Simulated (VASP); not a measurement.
# Tc3Sn (Fm-3m) in VASP: notebook, part 2 of 2

VASP 6.6.1.

## (4) Single point, PBEsol+D3(BJ)

INCAR reads:

```
SYSTEM = Tc3Sn
PREC = Accurate
ENCUT = 520
EDIFF = 1E-7
ISMEAR = -1
SIGMA = 0.05
LREAL = .FALSE.
LASPH = .TRUE.
NELM = 60
ALGO = Normal
ISIF = 2
LWAVE = .FALSE.
LCHARG = .FALSE.
GGA = PS
IVDW = 12
NBANDS = 34
```

KPOINTS reads:

```
Automatic mesh
0
G
  4 4 4
  0 0 0
```

POSCAR reads:

```
Tc3Sn
1.0
    0.0000000000      3.1721940000      3.1721940000
    3.1721940000      0.0000000000      3.1721940000
    3.1721940000      3.1721940000      0.0000000000
Tc Sn
3 1
Direct
    0.2500000000      0.2500000000      0.2500000000
    0.7500000000      0.7500000000      0.7500000000
    0.5000000000      0.5000000000      0.5000000000
    0.0000000000      0.0000000000      0.0000000000
```

Potentials or basis: VASP PAW PBE potentials, release 64 (Tc_pv, Sn_d).

The run is started by

```sh
cat potpaw_PBE.64/Tc_pv/POTCAR potpaw_PBE.64/Sn_d/POTCAR > POTCAR
mpirun -np 1 vasp_std > vasp.out
```

OUTCAR:

```text
SYSTEM = Tc3Sn
   PREC = Accurate
   ENCUT = 520
   EDIFF = 1E-7
   ISMEAR = -1
   LREAL = .FALSE.
   LASPH = .TRUE.
   NELM = 60
   ISIF = 2
   GGA = PS
   IVDW = 12
 IVDW          = 12

 ion  position               nearest neighbor table
   1  0.250  0.250  0.250-   4 2.75   4 2.75   4 2.75   3 2.75   3 2.75   3 2.75   4 2.75   3 2.75
                             2 3.17   2 3.17   2 3.17   2 3.17   2 3.17   2 3.17
   2  0.750  0.750  0.750-   3 2.75   3 2.75   3 2.75   4 2.75   4 2.75   4 2.75   4 2.75   3 2.75
                             1 3.17   1 3.17   1 3.17   1 3.17   1 3.17   1 3.17
   3  0.500  0.500  0.500-   1 2.75   1 2.75   1 2.75   2 2.75   2 2.75   2 2.75   2 2.75   1 2.75
                             4 3.17   4 3.17   4 3.17   4 3.17   4 3.17   4 3.17
   4  0.000  0.000  0.000-   2 2.75   2 2.75   2 2.75   1 2.75   1 2.75   1 2.75   2 2.75   1 2.75
                             3 3.17   3 3.17   3 3.17   3 3.17   3 3.17   3 3.17

  LATTYP: Found a face centered cubic cell.
 ALAT       =     6.3443880000

  Lattice vectors:

 A1 = (   0.0000000000,   3.1721940000,   3.1721940000)
 A2 = (   3.1721940000,   0.0000000000,   3.1721940000)
 A3 = (   3.1721940000,   3.1721940000,   0.0000000000)

Analysis of symmetry for initial positions (statically):
=====================================================================
 Subroutine PRICEL returns:
 Original cell was already a primitive cell.

 Routine SETGRP: Setting up the symmetry group for a
 face centered cubic supercell.

 Subroutine GETGRP returns: Found 48 space group operations
[... 9 lines left out ...]

 Routine SETGRP: Setting up the symmetry group for a
 face centered cubic supercell.

 Subroutine GETGRP returns: Found 48 space group operations
[... 11 lines left out ...]
                                     Primitive cell

  volume of cell :      63.8424

  direct lattice vectors                    reciprocal lattice vectors
     0.000000000  3.172194000  3.172194000    -0.157619616  0.157619616  0.157619616
[... 90 lines left out ...]
   IALGO  =     38    algorithm
   IMIX   =      4    mixing-type and parameters
     AMIX     =   0.40;   BMIX     =  1.00
     AMIX_MAG =   1.60;   BMIX_MAG =  1.00
  volume/ion in A,a.u.               =      15.96       107.71
  Fermi-wavevector in a.u.,A,eV,Ry     =   1.538616  2.907564 32.209626  2.367341
  Thomas-Fermi vector in A             =   2.644960
   LORBIT       =      0    0 simple, 1 ext, 2 COOP (PROOUT), +10 PAW based schemes
   GGA     = PS    functional components
   LHFCALC =     F    Hartree Fock is set to
   AEXX    =    0.0000 exact exchange contribution
   IVDW    =    12    specifies the selected vdW correction
   LEPSILON=     F    determine dielectric tensor
   LRPA    =     F    only Hartree local field effects (RPA)
 non-spin polarized calculation
  energy-cutoff  :      520.00
  volume of cell :       63.84
 maximum number of plane-waves:      1759
 NGX is ok and might be reduce to    36
   NGX = 17   NGY = 17   NGZ = 17

 number of electron      53.0000002 magnetization

 Free energy of the ion-electron system (eV)
  ---------------------------------------------------
  ext. energy  EPLUGINS =         0.00000000
  ---------------------------------------------------
  free energy    TOTEN  =       -36.91683202 eV

  energy without entropy =      -36.86315690  energy(sigma->0) =      -36.88999446

 E-fermi :  12.0982     XC(G=0): -13.2831

 val. band max:       12.0806786549   @ k =   0.2500   0.2500   0.0000
 cond. band min:      12.1078317173   @ k =  -0.2500   0.2500   0.0000
 fundamental gap:      0.0271530625
 Fermi energy:        12.0982098010

 k-point     1 :       0.0000    0.0000    0.0000
  band No.  band energies     occupation
      1     -27.1728      2.00000
      2     -27.1728      2.00000
      3     -27.1728      2.00000
      4     -26.5148      2.00000
      5     -26.5148      2.00000
      6     -26.5148      2.00000
[... 285 lines left out ...]
     33      14.1400      0.00000
     34      19.2222      0.00000

------------------------ aborting loop because EDIFF is reached ----------------------------------------

 Edisp (eV)   -2.32454

 E8    (eV) :    -1.6130

  FORCE on cell =-STRESS in cart. coord.  units (eV):
  Direction    XX          YY          ZZ          XY          YZ          ZX
  --------------------------------------------------------------------------------------
  -------------------------------------------------------------------------------------
  Total      -6.15264    -6.15264    -6.15264    -0.00000    -0.00000    -0.00000
  in kB    -154.40545  -154.40545  -154.40545    -0.00000    -0.00000    -0.00000
  external pressure =     -154.41 kB  Pullay stress =        0.00 kB

 VOLUME and BASIS-vectors are now :
 -----------------------------------------------------------------------------
  energy-cutoff  :      520.00
  volume of cell :       63.84
      direct lattice vectors                 reciprocal lattice vectors
     0.000000000  3.172194000  3.172194000    -0.157619616  0.157619616  0.157619616
     3.172194000  0.000000000  3.172194000     0.157619616 -0.157619616  0.157619616
     3.172194000  3.172194000  0.000000000     0.157619616  0.157619616 -0.157619616

 POSITION                                       TOTAL-FORCE (eV/Angst)
 -----------------------------------------------------------------------------------
      1.58610      1.58610      1.58610         0.000000      0.000000      0.000000
      4.75829      4.75829      4.75829        -0.000000     -0.000000     -0.000000
      3.17219      3.17219      3.17219         0.000000     -0.000000      0.000000
      0.00000      0.00000      0.00000         0.000000     -0.000000      0.000000
 -----------------------------------------------------------------------------------
    total drift:                                0.000000      0.000000      0.000000

  FREE ENERGIE OF THE ION-ELECTRON SYSTEM (eV)
  ---------------------------------------------------
  free  energy   TOTEN  =       -39.2413715745 eV

  energy  without entropy=      -39.1876964573  energy(sigma->0) =      -39.21453402
```

OSZICAR:

```text
N       E                     dE             d eps       ncg     rms          rms(c)
DAV:   1     0.757169388079E+03    0.75717E+03   -0.28786E+04   552   0.214E+03
DAV:   2     0.188185518014E+02   -0.73835E+03   -0.72293E+03   568   0.589E+02
DAV:   3    -0.375044913034E+02   -0.56323E+02   -0.54296E+02   620   0.163E+02
DAV:   4    -0.393612959362E+02   -0.18568E+01   -0.18323E+01   614   0.307E+01
DAV:   5    -0.394075110417E+02   -0.46215E-01   -0.46150E-01   696   0.512E+00    0.267E+01
DAV:   6    -0.378924163711E+02    0.15151E+01   -0.12381E+01   574   0.233E+01    0.112E+01
DAV:   7    -0.384928897151E+02   -0.60047E+00   -0.18463E+01   596   0.205E+01    0.106E+01
DAV:   8    -0.370141636692E+02    0.14787E+01   -0.19743E+00   572   0.101E+01    0.364E+00
DAV:   9    -0.369450525117E+02    0.69111E-01   -0.71776E-01   600   0.624E+00    0.186E+00
DAV:  10    -0.369231157911E+02    0.21937E-01   -0.17001E-01   570   0.271E+00    0.755E-01
DAV:  11    -0.369172611086E+02    0.58547E-02   -0.99105E-03   612   0.944E-01    0.234E-01
DAV:  12    -0.369168540435E+02    0.40707E-03   -0.11942E-03   646   0.282E-01    0.515E-02
DAV:  13    -0.369168339826E+02    0.20061E-04   -0.71864E-05   640   0.544E-02    0.157E-02
DAV:  14    -0.369168323638E+02    0.16188E-05   -0.30393E-06   662   0.129E-02    0.853E-03
DAV:  15    -0.369168323204E+02    0.43320E-07   -0.13058E-06   568   0.897E-03    0.163E-03
DAV:  16    -0.369168320454E+02    0.27502E-06   -0.69992E-08   284   0.245E-03    0.288E-04
DAV:  17    -0.369168320213E+02    0.24131E-07   -0.12821E-08   278   0.120E-03
   1 F= -.39241372E+02 E0= -.39214534E+02  d E =-.536751E-01
```

stdout:

```text
POSCAR found type information on POSCAR TcSn
 POSCAR found :  2 types and       4 ions
 scaLAPACK will be used
 -----------------------------------------------------------------------------
|                                                                             |
|                                                                             |
|     You enforced a specific xc type in the INCAR file but a different       |
|     I HOPE YOU KNOW WHAT YOU ARE DOING!                                     |
|                                                                             |
 -----------------------------------------------------------------------------

 LDA part: xc-table for (Slater+PW92), standard interpolation
 POSCAR, INCAR and KPOINTS ok, starting setup
 FFT: planning ... GRIDC
 FFT: planning ... GRID_SOFT
 FFT: planning ... GRID
 WAVECAR not read
 entering main loop
```

It took 23 s on 1 thread of Intel Xeon 6975P-C (Granite Rapids), shared host; peak memory 0.22 GiB.

What came out:

- Free energy: -39.2414 eV
- Pressure: -15.4 GPa
- Dispersion energy per atom: -0.581 eV

Levels at points of the mesh, in eV from the Fermi level:
| k point | band 22 | band 23 | band 24 | band 25 | band 26 | band 27 | band 28 | band 29 | band 30 | band 31 |
| --- | --- | --- | --- | --- | --- | --- | --- | --- | --- | --- |
| (0.00, 0.00, 0.00) | -2.47 | -2.47 | 0.79 | 0.79 | 0.81 | 0.81 | 0.81 | 1.53 | 1.53 | 2.20 |
| (0.50, 0.00, 0.00) | -1.84 | -1.84 | -1.00 | -1.00 | -0.77 | 0.61 | 0.61 | 0.81 | 0.81 | 1.28 |
| (0.50, 0.50, 0.00) | -2.39 | -2.39 | -1.47 | -0.45 | -0.45 | 0.05 | 0.27 | 0.57 | 1.43 | 1.54 |

Caveat: the k points lie up to 0.43 Å⁻¹ apart; three body term missing; the PAW data sets were made with another functional, which shifts forces and pressure a little; spin-orbit coupling is left out, which moves the levels of the heavy elements; pairwise dispersion overbinds metals, which lowers pressure and volume.

## (5) Single point, PBEsol+D3(BJ)

INCAR reads:

```
  PREC = Accurate
  ENCUT = 520
  EDIFF = 1E-7
  ISMEAR = -1
  SIGMA = 0.05
  LREAL = F
  LASPH = T
  NELM = 80
  ALGO = Normal
  ISIF = 2
  LWAVE = F
  LCHARG = F
  GGA = PS
  IVDW = 12
  NBANDS = 34
```

KPOINTS reads:

```
regular mesh
0
Gamma
  5 5 5
```

POSCAR is that of step 4.

The run is started by

```sh
cat potpaw_PBE.64/Tc_pv/POTCAR potpaw_PBE.64/Sn_d/POTCAR > POTCAR
mpirun -np 1 vasp_std > vasp.out
```

Run time: 26 s. Hardware: 1 thread of Intel Xeon 6975P-C (Granite Rapids), shared host; peak memory 0.21 GiB.

Results (log left out):

| Item | Value |
| --- | --- |
| Free energy | -39.3962 eV |
| Pressure | -15.8 GPa |
| Dispersion energy per atom | -0.581 eV |

Levels at points of the mesh, in eV from the Fermi level:
```csv
k point,band 23,band 24,band 25,band 26,band 27,band 28,band 29,band 30
"(0.00, 0.00, 0.00)",-2.52,0.74,0.74,0.74,0.74,0.74,1.45,1.45
```

Caveat: three body term missing; the PAW data sets were made with another functional, which shifts forces and pressure a little; spin-orbit coupling is left out, which moves the levels of the heavy elements; pairwise dispersion overbinds metals, which lowers pressure and volume.

## (6) Overview

```csv
k mesh,gap on the mesh (eV),pressure (GPa)
2 × 2 × 2,none,-13.2
3 × 3 × 3,none,-17.1
4 × 4 × 4,none,-15.4
5 × 5 × 5,none,-15.8
```

Alike in all rows: task single point; level PBEsol+D3(BJ); potentials or basis VASP PAW PBE potentials, release 64 (Tc_pv, Sn_d); no spin polarisation; cell as given; cutoff (eV) 520; smearing fermi-dirac 0.05 eV.

Caveats: some runs use coarse meshes; three body term missing; the PAW data sets were made with another functional, which shifts forces and pressure a little; spin-orbit coupling is left out, which moves the levels of the heavy elements; pairwise dispersion overbinds metals, which lowers pressure and volume.

Total energies depend on the potentials used, so only differences within one code and one set of settings carry meaning.
